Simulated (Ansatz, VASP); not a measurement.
**Be3CdSe4: VASP beside Ansatz**

```
Be Cd Se
1.0
     4.35676    0.00000    0.00000
     0.00000    4.35676    0.00000
     0.00000    0.00000    7.61615
Be Cd Se
3 1 4
Direct
  0.50000 0.50000 0.65821
  0.50000 0.50000 0.34179
  0.00000 0.00000 0.00000
  0.00000 0.00000 0.50000
  0.50000 0.00000 0.21391
  0.50000 0.00000 0.78609
  0.00000 0.50000 0.78609
  0.00000 0.50000 0.21391
```

Change from the starting cell: species swapped into the TlCu4S3 type (P4/mmm, No. 123).

Alike in both runs: functional PBE; k mesh 3 × 3 × 2; occupations gaussian, width 0.15 eV; no spin polarisation.

Ansatz relaxed the structure, and its values are those at the end. VASP's run is a single point on that final structure, the one shown.

|  | VASP | Ansatz |
| --- | --- | --- |
| version | VASP 6.6.1 | Ansatz 0.2.0 |
| potentials or method | VASP PAW PBE potentials, release 64 (Be, Cd, Se), cutoff 600 eV | scalar-relativistic, plane waves, PAW |
| valence electrons in the cell | 42 | 90 |

|  | VASP | Ansatz | Ansatz less VASP |
| --- | --- | --- | --- |
| gap on the k mesh at the Fermi level (eV) | none | none | - |
| pressure (GPa) | 0.0 | -0.1 | -0.12 |
| rms of the force components (eV/Å) | 0.009 | 0.013 | +0.0046 |

A gap of «none» marks a metal or a gap that the smearing closes. VASP's potentials hold 42 valence electrons a cell and Ansatz's 90, so a difference there can come from the potentials and not from the codes.

The k mesh is coarse, so the values compare programs but aren't converged.
